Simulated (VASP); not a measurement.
Wanted: the native input for a VASP 6.6.1 run.

| Property | Result |
| --- | --- |
| Task | single point |
| Functional | PBEsol |
| Potentials or basis | VASP PAW PBE potentials, release 64 (Hf_pv, Si) |
| Cutoff | 500 eV |
| k mesh | 10 × 10 × 10 |
| Occupations | fermi-dirac, width 0.15 eV |
| Spin | no spin polarisation |
| Dipole correction | no |
| Further INCAR settings | ALGO = Normal; EDIFF = 1e-06; NBANDS = 14 |

The structure of HfSi lies in POSCAR:

```
HfSi
1.0
    0.0000000000      2.6500000000      2.6500000000
    2.6500000000      0.0000000000      2.6500000000
    2.6500000000      2.6500000000      0.0000000000
Hf Si
1 1
Direct
    0.0000000000      0.0000000000      0.0000000000
    0.5000000000      0.5000000000      0.5000000000
```

One way to write it, as run:

INCAR

```
PREC     = Accurate       # precision mode
ENCUT    = 500            # plane-wave cutoff, eV
EDIFF    = 1E-6           # SCF threshold, eV
ISMEAR   = -1             # smearing method
SIGMA    = 0.15           # smearing width, eV
LREAL    = False          # projectors in reciprocal space
LASPH    = True           # aspherical terms in the spheres
NELM     = 120            # most SCF steps
ALGO     = Normal         # electronic algorithm
ISIF     = 2              # what is computed and relaxed
LWAVE    = False          # write WAVECAR
LCHARG   = False          # write CHGCAR
GGA      = PS             # functional
NBANDS   = 14             # bands
GGA_COMPAT= False
```

KPOINTS

```
regular mesh
0
Gamma
  10 10 10
```

Potentials or basis: VASP PAW PBE potentials, release 64 (Hf_pv, Si).

Launch:

```bash
$ cat potpaw_PBE.64/Hf_pv/POTCAR potpaw_PBE.64/Si/POTCAR > POTCAR
$ mpirun -np 1 vasp_std > vasp.out
```

It gave:

```yaml
Pressure: -0.1 GPa
Band_gap_on_the_k_mesh: zero (bands 7 and 8 overlap by 0.44 eV)
```

Caveat: the PAW data sets were made with another functional, which shifts forces and pressure a little; spin-orbit coupling is left out, which moves the levels of the heavy elements.

Wall time 18 s on 1 thread of AMD EPYC 7R43 64-Core Processor (Zen 3) (shared host), peak memory 0.14 GiB.
